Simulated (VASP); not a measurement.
# Re (Fd-3m) in VASP: notebook

Runs on Re. Level: LDA. Tasks: single point.

Everything below comes from runs of VASP 6.6.1. Logs are shortened: lines on timing, memory, paths and dates and some standing lists are left out, and cuts for length are marked.

## 1. The cell of the first run

It takes space group Fd-3m (No. 227, cubic). The conventional cell has a = 5.608 Å, b = 5.608 Å, c = 5.608 Å, α = 90.00°, β = 90.00°, γ = 90.00°. Re (site symmetry -43m) has 4 Re at 2.43 Å within 3.2 Å.

This isn't the form of Re at room conditions, which is hcp.

## 2. Single point, LDA

File INCAR:

```
PREC     = Accurate       # precision mode
ENCUT    = 520            # plane-wave cutoff, eV
EDIFF    = 1E-6           # SCF threshold, eV
ISMEAR   = -1             # smearing method
SIGMA    = 0.1            # smearing width, eV
LREAL    = F              # projectors in reciprocal space
LASPH    = T              # aspherical terms in the spheres
NELM     = 60             # most SCF steps
ALGO     = Normal         # electronic algorithm
ISIF     = 2              # what is computed and relaxed
LWAVE    = F              # write WAVECAR
LCHARG   = T              # write CHGCAR
GGA      = CA             # functional
LELF     = T              # ELF
LVHAR    = T            
NBANDS   = 14             # bands
```

File KPOINTS:

```
Automatic mesh
0
Gamma
  13 13 13
```

File POSCAR:

```
Re
1.0
    0.0000000000      2.8041754771      2.8041754771
    2.8041754771      0.0000000000      2.8041754771
    2.8041754771      2.8041754771      0.0000000000
Re
2
Direct
   -0.1250000000     -0.1250000000     -0.1250000000
    0.1250000000      0.1250000000      0.1250000000
```

Potentials or basis: VASP PAW LDA potentials, release 64 (Re).

Command:

```
> cat potpaw_LDA.64/Re/POTCAR > POTCAR
> mpirun -np 1 vasp_std > vasp.out
```

OUTCAR:

```text
PREC = Accurate
   ENCUT = 520
   EDIFF = 1E-6
   ISMEAR = -1
   LREAL = F
   LASPH = T
   NELM = 60
   ISIF = 2
   GGA = CA

 ion  position               nearest neighbor table
   1  0.875  0.875  0.875-   2 2.43   2 2.43   2 2.43   2 2.43
   2  0.125  0.125  0.125-   1 2.43   1 2.43   1 2.43   1 2.43

  LATTYP: Found a face centered cubic cell.
 ALAT       =     5.6083509542

  Lattice vectors:

 A1 = (   0.0000000000,   2.8041754771,   2.8041754771)
 A2 = (   2.8041754771,   0.0000000000,   2.8041754771)
 A3 = (   2.8041754771,   2.8041754771,   0.0000000000)

Analysis of symmetry for initial positions (statically):
=====================================================================
 Subroutine PRICEL returns:
 Original cell was already a primitive cell.

 Routine SETGRP: Setting up the symmetry group for a
 face centered cubic supercell.

 Subroutine GETGRP returns: Found 48 space group operations
 (whereof 12 operations were pure point group operations)
 out of a pool of 48 trial point group operations.

The static configuration has the point symmetry D_3d.
 The point group associated with its full space group is O_h .

Analysis of symmetry for dynamics (positions and initial velocities):
=====================================================================
 Subroutine PRICEL returns:
 Original cell was already a primitive cell.

 Routine SETGRP: Setting up the symmetry group for a
 face centered cubic supercell.

 Subroutine GETGRP returns: Found 48 space group operations
 (whereof 12 operations were pure point group operations)
 out of a pool of 48 trial point group operations.

The dynamic configuration has the point symmetry D_3d.
 The point group associated with its full space group is O_h .

 Subroutine INISYM returns: Found 48 space group operations
 (whereof 12 operations are pure point group operations),
 and found     1 'primitive' translations

----------------------------------------------------------------------------------------

                                     Primitive cell

  volume of cell :      44.1007

  direct lattice vectors                    reciprocal lattice vectors
     0.000000000  2.804175477  2.804175477    -0.178305532  0.178305532  0.178305532
     2.804175477  0.000000000  2.804175477     0.178305532 -0.178305532  0.178305532
     2.804175477  2.804175477  0.000000000     0.178305532  0.178305532 -0.178305532

  length of vectors
     3.965702991  3.965702991  3.965702991     0.308834241  0.308834241  0.308834241

  position of ions in fractional coordinates (direct lattice)
     0.875000000  0.875000000  0.875000000
     0.125000000  0.125000000  0.125000000

  ion indices of the primitive-cell ions
   primitive index   ion index
                 1           1
                 2           2

----------------------------------------------------------------------------------------

 KPOINTS: Automatic mesh

Automatic generation of k-mesh.
 Grid dimensions read from file:
 generate k-points for:   13   13   13

 Generating k-lattice:

  Cartesian coordinates                     Fractional coordinates (reciprocal lattice)
    -0.013715810  0.013715810  0.013715810     0.076923077  0.000000000  0.000000000
     0.013715810 -0.013715810  0.013715810     0.000000000  0.076923077  0.000000000
     0.013715810  0.013715810 -0.013715810     0.000000000  0.000000000  0.076923077

  Length of vectors
     0.023756480  0.023756480  0.023756480

  Shift w.r.t. Gamma in fractional coordinates (k-lattice)
     0.000000000  0.000000000  0.000000000

 Subroutine IBZKPT returns following result:
 ===========================================

 Found     84 irreducible k-points:

 Following reciprocal coordinates:
            Coordinates               Weight
  0.000000  0.000000  0.000000      1.000000
  0.076923  0.000000  0.000000      8.000000
  0.153846  0.000000  0.000000      8.000000
  0.230769  0.000000  0.000000      8.000000
  0.307692  0.000000  0.000000      8.000000
  0.384615  0.000000  0.000000      8.000000
[... 16 lines left out ...]
  0.384615  0.153846  0.000000     24.000000
  0.461538  0.153846  0.000000     24.000000
 [... further k-points ...]
   k-points           NKPTS =     84   k-points in BZ     NKDIM =     84   number of bands    NBANDS=     14
   number of dos      NEDOS =    301   number of ions     NIONS =      2
   total plane-waves  NPLWV =  27000
   dimension x,y,z NGX =    30 NGY =   30 NGZ =   30
   dimension x,y,z NGXF=    60 NGYF=   60 NGZF=   60
   ions per type =               2
   NGX,Y,Z   is equivalent  to a cutoff of  12.58, 12.58, 12.58 a.u.
   NGXF,Y,Z  is equivalent  to a cutoff of  25.15, 25.15, 25.15 a.u.
 SYSTEM =  unknown system
   PREC   = accura    normal or accurate (medium, high low for compatibility)
   ISTART =      0    job   : 0-new  1-cont  2-samecut
   ICHARG =      2    charge: 1-file 2-atom 10-const
   ISPIN  =      1    spin polarized calculation?
   LNONCOLLINEAR =      F non collinear calculations
   LSORBIT =      F    spin-orbit coupling
   LASPH  =      T    aspherical Exc in radial PAW
   ENCUT  =  520.0 eV  38.22 Ry    6.18 a.u.   7.37  7.37  7.37*2*pi/ulx,y,z
   NELM   =     60;   NELMIN=  2; NELMDL= -5     # of ELM steps
   EDIFF  = 0.1E-05   stopping-criterion for ELM
   LREAL  =      F    real-space projection
   EDIFFG = 0.1E-04   stopping-criterion for IOM
   NSW    =      0    number of steps for IOM
   IBRION =     -1    ionic relax: 0-MD 1-quasi-New 2-CG
   NFREE  =      0    steps in history (QN), initial steepest desc. (CG)
   ISIF   =      2    stress and relaxation
   ISYM   =      2    0-nonsym 1-usesym 2-fastsym
   POTIM  = 0.5000    time-step for ionic-motion
   TEBEG  =    0.0;   TEEND  =   0.0 temperature during run
   PSTRESS=    0.0 pullay stress
   NELECT =      14.0000    total number of electrons
   NUPDOWN=      -1.0000    fix difference up-down
   EMIN   =  10.00;   EMAX   =-10.00  energy-range for DOS
   EFERMI =   0.00;   METHOD = LEGACY
   ISMEAR =    -1;   SIGMA  =   0.10  broadening in eV -4-tet -1-fermi 0-gaus
   EFERMI_NEDOS =   21; number of points for ismear=-14 and -15
   IALGO  =     38    algorithm
   IMIX   =      4    mixing-type and parameters
     AMIX     =   0.40;   BMIX     =  1.00
     AMIX_MAG =   1.60;   BMIX_MAG =  1.00
  volume/ion in A,a.u.               =      22.05       148.80
  Fermi-wavevector in a.u.,A,eV,Ry     =   1.116784  2.110415 16.969260  1.247205
  Thomas-Fermi vector in A             =   2.253401
   LORBIT       =      0    0 simple, 1 ext, 2 COOP (PROOUT), +10 PAW based schemes
   GGA     = CA    functional components
   LHFCALC =     F    Hartree Fock is set to
   AEXX    =    0.0000 exact exchange contribution
   IVDW    =     0    specifies the selected vdW correction
   LEPSILON=     F    determine dielectric tensor
   LRPA    =     F    only Hartree local field effects (RPA)
 non-spin polarized calculation
  energy-cutoff  :      520.00
  volume of cell :       44.10
 maximum number of plane-waves:      1243
 NGX is ok and might be reduce to    30
   NGX = 15   NGY = 15   NGZ = 15

 number of electron      14.0000000 magnetization

 Free energy of the ion-electron system (eV)
  ---------------------------------------------------
  ext. energy  EPLUGINS =         0.00000000
  ---------------------------------------------------
  free energy    TOTEN  =       -24.04927577 eV

  energy without entropy =      -24.00338937  energy(sigma->0) =      -24.02633257

 E-fermi :   3.4873     XC(G=0): -11.2947

 val. band max:        3.4864125189   @ k =  -0.2308   0.2308   0.0000
 cond. band min:       3.5065611176   @ k =  -0.3846   0.2308   0.0769
 fundamental gap:      0.0201485987
 Fermi energy:         3.4873121331

 k-point     1 :       0.0000    0.0000    0.0000
  band No.  band energies     occupation
      1      -3.4052      2.00000
      2       0.3879      2.00000
      3       0.3879      2.00000
      4       1.2155      2.00000
      5       1.2155      2.00000
      6       1.2155      2.00000
      7       4.1239      0.00343
      8       4.1239      0.00343
      9       4.1239      0.00343
     10       7.6807      0.00000
     11       7.6807      0.00000
     12      14.7620      0.00000
     13      15.1013      0.00000
     14      16.3827      0.00000

 k-point     2 :       0.0769    0.0000    0.0000
  band No.  band energies     occupation
      1      -3.2943      2.00000
      2       0.3268      2.00000
      3       0.3268      2.00000
      4       1.1974      2.00000
      5       1.3257      2.00000
      6       1.3257      2.00000
      7       3.9691      0.01604
      8       4.1047      0.00416
      9       4.1047      0.00416
     10       7.6666      0.00000
     11       7.6666      0.00000
     12      14.4391      0.00000
     13      15.2162      0.00000
     14      16.4269      0.00000

 k-point     3 :       0.1538    0.0000    0.0000
  band No.  band energies     occupation
      1      -2.9724      2.00000
      2       0.2332      2.00000
      3       0.2332      2.00000
      4       1.1508      2.00000
      5       1.5317      2.00000
      6       1.5317      2.00000
      7       3.5691      0.61248
      8       4.0876      0.00493
      9       4.0876      0.00493
     10       7.6168      0.00000
     11       7.6168      0.00000
     12      13.7958      0.00000
     13      14.5075      0.00000
     14      16.3918      0.00000
[... 324 lines left out ...]
 k-point    23 :       0.3846    0.1538    0.0000
  band No.  band energies     occupation
      1      -1.2927      2.00000
      2      -0.2966      2.00000
      3       0.7451      2.00000
      4       1.0190      2.00000
      5       1.1216      2.00000
      6       1.9138      2.00000
      7       2.7705      1.99846
      8       4.3107      0.00053
      9       5.0768      0.00000
     10       6.3926      0.00000
     11       7.7261      0.00000
     12       9.5857      0.00000
     13      12.8014      0.00000
     14      12.9365      0.00000

 k-point    24 :       0.4615    0.1538    0.0000
  band No.  band energies     occupation
      1      -0.7545      2.00000
      2      -0.2028      2.00000
      3       0.5440      2.00000
      4       0.8534      2.00000
      5       1.2388      2.00000
      6       1.7394      2.00000
      7       3.0009      1.98467
      8       4.5050      0.00008
      9       5.1024      0.00000
     10       6.5561      0.00000
     11       7.3701      0.00000
     12       8.2567      0.00000
     13      12.3249      0.00000
     14      12.6006      0.00000

 [... further k-points ...]

------------------------ aborting loop because EDIFF is reached ----------------------------------------

  FORCE on cell =-STRESS in cart. coord.  units (eV):
  Direction    XX          YY          ZZ          XY          YZ          ZX
  --------------------------------------------------------------------------------------
  -------------------------------------------------------------------------------------
  Total       -1.6712789     -1.6712789     -1.6712789     -0.0000000      0.0000000     -0.0000000
  in kB      -60.7175110    -60.7175110    -60.7175110     -0.0000000      0.0000000     -0.0000000
  external PRESSURE =     -60.7175110 kB  Pullay stress =       0.0000000 kB

 VOLUME and BASIS-vectors are now :
 -----------------------------------------------------------------------------
  energy-cutoff  :      520.00
  volume of cell :       44.10
      direct lattice vectors                 reciprocal lattice vectors
     0.000000000  2.804175477  2.804175477    -0.178305532  0.178305532  0.178305532
     2.804175477  0.000000000  2.804175477     0.178305532 -0.178305532  0.178305532
     2.804175477  2.804175477  0.000000000     0.178305532  0.178305532 -0.178305532

 POSITION                                       TOTAL-FORCE (eV/Angst)
 -----------------------------------------------------------------------------------
      4.90731      4.90731      4.90731         0.000000     -0.000000      0.000000
      0.70104      0.70104      0.70104        -0.000000      0.000000     -0.000000
 -----------------------------------------------------------------------------------
    total drift:                               -0.000000      0.000000      0.000000

  FREE ENERGIE OF THE ION-ELECTRON SYSTEM (eV)
  ---------------------------------------------------
  free  energy   TOTEN  =       -24.0492757668 eV

  energy  without entropy=      -24.0033893661  energy(sigma->0) =      -24.02633257
```

Wall time 1.8 min (1 thread of Intel Xeon 8259CL, shared host); peak memory 0.18 GiB.

What came out:

* Free energy: -24.0493 eV
* Pressure: -6.1 GPa
* Band gap on the k mesh: zero (bands 7 and 8 overlap by 1.12 eV)

Levels at points of the mesh, in eV from the Fermi level:
| k point | band 4 | band 5 | band 6 | band 7 | band 8 | band 9 | band 10 | band 11 |
| --- | --- | --- | --- | --- | --- | --- | --- | --- |
| (0.00, 0.00, 0.00) | -2.27 | -2.27 | -2.27 | 0.64 | 0.64 | 0.64 | 4.19 | 4.19 |

Caveat: the cell stands under tension; spin-orbit coupling is left out, which moves the levels of the heavy elements.

[end of part 1 of 2]

The gap in the log of VASP goes by the Fermi energy; the results here count the filled bands.